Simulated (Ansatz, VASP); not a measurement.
## Pd in VASP and in Ansatz

Contents of INCAR:

```
SYSTEM = Pd
PREC = Accurate ; ENCUT = 520
EDIFF = 1E-6 ; ISMEAR = 0
SIGMA = 0.15 ; LREAL = .False.
LASPH = .True. ; NELM = 60
ALGO = Normal ; ISIF = 2
LWAVE = .False. ; LCHARG = .False.
NBANDS = 11
```

The input KPOINTS:

```
regular mesh
0
Gamma
  22 22 22
  0 0 0
```

The input POSCAR:

```
Pd
1.0
   -1.4464985200      1.4464985200      1.4464985200
    1.4464985200     -1.4464985200      1.4464985200
    1.4464985200      1.4464985200     -1.4464985200
Pd
1
Direct
    0.0000000000      0.0000000000      0.0000000000
```

Input for Ansatz:

```yaml
crystal:
  lattice:
    - [-1.44649852, 1.44649852, 1.44649852]
    - [1.44649852, -1.44649852, 1.44649852]
    - [1.44649852, 1.44649852, -1.44649852]
  atoms:
    - { symbol: Pd, position: [0.0, 0.0, 0.0] }
basis:
  ecutwfc: 420
kpoints:
  mp_grid: { grid: [22, 22, 22] }
hamiltonian:
  xc: lda
scf:
  occupations: { method: gaussian, width: 0.15 }
output:
  forces: true
  stress: true
  eigenvalues: true
```

Change from the starting cell: strain -0.080 along x and y, -0.080 along z, atoms carried along.

Alike in both runs: task single point; functional LDA; k mesh 22 × 22 × 22; occupations gaussian, width 0.15 eV; no spin polarisation.

|  | VASP | Ansatz |
| --- | --- | --- |
| version | VASP 6.6.1 | Ansatz 0.2.0 |
| potentials or method | VASP PAW LDA potentials, release 64 (Pd), cutoff 520 eV | scalar-relativistic, plane waves, PAW |
| valence electrons in the cell | 10 | 18 |

|  | VASP | Ansatz | Ansatz less VASP |
| --- | --- | --- | --- |
| gap on the k mesh at the Fermi level (eV) | none | none | - |
| pressure (GPa) | 56.3 | 55.8 | -0.50 |

LDA's correlation is that of Perdew and Zunger in VASP and of Perdew and Wang (1992) in Ansatz. A gap of «none» marks a metal or a gap that the smearing closes. Both programs put the cell under a high pressure, so it lies far from rest at this level. VASP's potentials hold 10 valence electrons a cell and Ansatz's 18, so a difference there can come from the potentials and not from the codes.
